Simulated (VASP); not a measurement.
A run of VASP 6.6.1 is set up as follows.

The input INCAR:

```
ALGO     = Normal         # electronic algorithm
EDIFF    = 1E-6           # SCF threshold, eV
ENCUT    = 520            # plane-wave cutoff, eV
GGA      = PS             # functional
ISIF     = 2              # what is computed and relaxed
ISMEAR   = -1             # smearing method
ISPIN    = 2              # spin polarisation
LASPH    = True           # aspherical terms in the spheres
LCHARG   = False          # write CHGCAR
LMAXMIX  = 4              # l up to which the mixer works
LORBIT   = 11             # projections on sites
LREAL    = False          # projectors in reciprocal space
LWAVE    = False          # write WAVECAR
MAGMOM   = 5.5 5.5 5.5 5.5 0 0 0 0 0 0 0 0 # initial moments
NBANDS   = 66             # bands
NELM     = 150            # most SCF steps
PREC     = Accurate       # precision mode
SIGMA    = 0.05           # smearing width, eV
```

KPOINTS

```
k-points
0
Gamma
  6 6 6
```

File POSCAR:

```
MnO2
1.0
    0.0000000000      4.0199925062      4.0199925062
    4.0199925062      0.0000000000      4.0199925062
    4.0199925062      4.0199925062      0.0000000000
Mn O
4 8
Direct
    0.1250000000      0.1250000000      0.1250000000
    0.1250000000      0.1250000000      0.6250000000
    0.6250000000      0.1250000000      0.1250000000
    0.1250000000      0.6250000000      0.1250000000
    0.3609537633      0.3609537633      0.3609537633
    0.3609537633      0.3609537633      0.9171387100
    0.9171387100      0.3609537633      0.3609537633
    0.3609537633      0.9171387100      0.3609537633
    0.8890462367      0.8890462367      0.3328612900
    0.8890462367      0.8890462367      0.8890462367
    0.8890462367      0.3328612900      0.8890462367
    0.3328612900      0.8890462367      0.8890462367
```

Potentials or basis: VASP PAW PBE potentials, release 64 (Mn_pv, O).

Launch:

```sh
$ cat potpaw_PBE.64/Mn_pv/POTCAR potpaw_PBE.64/O/POTCAR > POTCAR
$ mpirun -np 1 vasp_std > vasp.out
```

(1) What does it give for the site moments?

(2) What does it give for the pressure?

Results:

(1) Mn +2.82; O +0.05 μB.

(2) -1.2 GPa.

Caveat: the PAW data sets were made with another functional, which shifts forces and pressure a little; the run started ferromagnetic, and an antiferromagnetic order may lie lower in energy.
